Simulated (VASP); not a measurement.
Crystal: Ir2Rh.

```
Ir Rh
1.0
     2.70521    0.00000    0.00000
    -1.35260    2.34278    0.00000
     0.00000    0.00000    6.62637
Ir Rh
2 1
Direct
  0.33333 0.66667 0.66667
  0.66667 0.33333 0.33333
  0.00000 0.00000 0.00000
```

- Program: VASP 6.6.1
- Task: relaxation of cell and atoms
- Functional: PBE
- Potentials or basis: VASP PAW PBE potentials, release 64 (Ir, Rh_pv)
- Cutoff: 600 eV
- k mesh: 6 × 6 × 4
- Occupations: gaussian, width 0.1 eV
- Spin: no spin polarisation

At the start: pressure 8.8 GPa; volume 14.00 Å³/atom.

Problem. How do energy, volume and symmetry change on relaxing?

Solution. Over 6 steps the energy falls by 10.9 meV/atom and the volume is 14.37 Å³/atom (+2.6 %); space group P-3m1 (No. 164, to 0.05 Å).

Step by step:
```csv
step,energy change (eV),largest force (eV/Å),pressure (GPa),volume (Å³)
1,0.0000,0.0894,8.77,42.00
2,0.2362,0.2148,-21.04,46.82
3,-0.0315,0.1185,-0.56,43.17
4,-0.0315,0.1164,-0.21,43.13
5,-0.0325,0.0016,0.19,43.08
6,-0.0328,0.0393,0.06,43.10
```

Final structure:
```cif
data_structure
_symmetry_space_group_name_H-M 'P 1'
_symmetry_Int_Tables_number 1
_cell_length_a 2.7369
_cell_length_b 2.7369
_cell_length_c 6.6437
_cell_angle_alpha 90.000
_cell_angle_beta 90.000
_cell_angle_gamma 120.000
_cell_volume 43.10
loop_
_atom_site_label
_atom_site_type_symbol
_atom_site_fract_x
_atom_site_fract_y
_atom_site_fract_z
_atom_site_occupancy
Ir1 Ir 0.33333 0.66667 0.66601 1
Ir2 Ir 0.66667 0.33333 0.33399 1
Rh1 Rh 0.00000 0.00000 0.00000 1
```

Caveat: the k points lie up to 0.44 Å⁻¹ apart in the final cell.
